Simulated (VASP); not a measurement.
Wanted: the native input for a VASP 6.6.1 run.

| Quantity | Value |
| --- | --- |
| Task | single point |
| Functional | PBEsol |
| Potentials or basis | VASP PAW PBE potentials, release 64 (Rh_pv) |
| Cutoff | 520 eV |
| k mesh | 22 × 22 × 22 |
| Occupations | gaussian, width 0.15 eV |
| Spin | no spin polarisation |
| Dipole correction | no |
| Further INCAR settings | ALGO = Fast; EDIFF = 1e-06; NBANDS = 14 |

The structure of Rh lies in POSCAR:

```
Rh
1.0
    0.0000000000      1.8825345000      1.9015500000
    1.9015500000      0.0000000000      1.9015500000
    1.9015500000      1.8825345000      0.0000000000
Rh
1
Direct
    0.0000000000      0.0000000000      0.0000000000
```

This cell differs from its parent crystal: strain -0.0100 x Voigt [0, 1, 0, 0, 0, 0].

One way to write it, as run:

INCAR

```
ALGO     = Fast           # electronic algorithm
EDIFF    = 1E-6           # SCF threshold, eV
ENCUT    = 520            # plane-wave cutoff, eV
GGA      = PS             # functional
ISIF     = 2              # what is computed and relaxed
ISMEAR   = 0              # smearing method
LASPH    = True           # aspherical terms in the spheres
LCHARG   = True           # write CHGCAR
LELF     = True           # ELF
LREAL    = False          # projectors in reciprocal space
LVHAR    = True         
LWAVE    = False          # write WAVECAR
NBANDS   = 14             # bands
NELM     = 80             # most SCF steps
PREC     = Accurate       # precision mode
SIGMA    = 0.15           # smearing width, eV
```

KPOINTS

```
k-points
0
Gamma
  22 22 22
```

Potentials or basis: VASP PAW PBE potentials, release 64 (Rh_pv).

The run is started by

```sh
$ cat potpaw_PBE.64/Rh_pv/POTCAR > POTCAR
$ mpirun -np 1 vasp_std > vasp.out
```

Results of the run:

```json
{"Pressure": "-2.3 GPa"}
```

Caveat: the cell differs from its parent crystal (strain -0.0100 x Voigt [0, 1, 0, 0, 0, 0]); the PAW data sets were made with another functional, which shifts forces and pressure a little.

Wall time 3.4 min on 1 thread of AMD EPYC 7R13, with other jobs on the host, peak memory 0.22 GiB.
